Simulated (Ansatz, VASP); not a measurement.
**AlCu3: VASP beside Ansatz**

```
CELL_PARAMETERS angstrom
3.67788 0.00000 0.00000
0.00000 3.67788 0.00000
0.00000 0.00000 3.67788
ATOMIC_POSITIONS crystal
Al 0.00000 0.00000 0.00000
Cu 0.50000 0.50000 0.00000
Cu 0.50000 0.00000 0.50000
Cu 0.00000 0.50000 0.50000
```

Alike in both runs: task single point; functional r2SCAN; k mesh 12 × 12 × 12; occupations gaussian, width 0.1 eV; no spin polarisation.

|  | VASP | Ansatz |
| --- | --- | --- |
| version | VASP 6.6.1 | Ansatz 0.2.0 |
| potentials or method | VASP PAW PBE potentials, release 64 (Al, Cu), cutoff 520 eV | scalar-relativistic, plane waves, PAW |
| valence electrons in the cell | 36 | 60 |

|  | VASP | Ansatz | Ansatz less VASP |
| --- | --- | --- | --- |
| gap on the k mesh at the Fermi level (eV) | none | none | - |
| pressure (GPa) | -3.8 | -4.2 | -0.39 |

VASP's potentials were made for PBE, not for r2SCAN. A gap of «none» marks a metal or a gap that the smearing closes. With one functional, cell and mesh, what is left measures potentials, basis and numerics. VASP's potentials hold 36 valence electrons a cell and Ansatz's 60, so a difference there can come from the potentials and not from the codes.
